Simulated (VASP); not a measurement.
Crystal: Mo.

```
Mo
1.0
     0.00000    2.01500    2.01500
     2.01500    0.00000    2.01500
     2.01500    2.01500    0.00000
Mo
1
Direct
  0.00000 0.00000 0.00000
```

This isn't the form of Mo at room conditions, which is bcc.

```yaml
Program: VASP 6.6.1
Task: relaxation of cell and atoms
Functional: r2SCAN
Potentials_or_basis: VASP PAW PBE potentials, release 64 (Mo_sv)
Cutoff: 600 eV
k_mesh: 18 × 18 × 18
Occupations: gaussian, width 0.1 eV
Spin: no spin polarisation
```

At the start: pressure -6.7 GPa; volume 16.36 Å³/atom.

Where does the relaxation end?

Over 4 steps the energy falls by 9.7 meV/atom and the volume is 15.91 Å³/atom (-2.8 %); space group Fm-3m (No. 225, to 0.1 Å) before and after.

Step by step:
```tsv
step	energy change (eV)	largest force (eV/Å)	pressure (GPa)	volume (Å³)
1	0.0000	0.0000	-6.69	16.36
2	0.0593	0.0000	21.12	14.80
3	-0.0097	0.0000	-0.20	15.92
4	-0.0097	0.0000	-0.01	15.91
```

Final structure:
```
Mo
1.0
     0.00000    1.99624    1.99624
     1.99624    0.00000    1.99624
     1.99624    1.99624    0.00000
Mo
1
Direct
  0.00000 0.00000 0.00000
```

Caveat: the PAW data sets were made with another functional, which shifts forces and pressure a little.
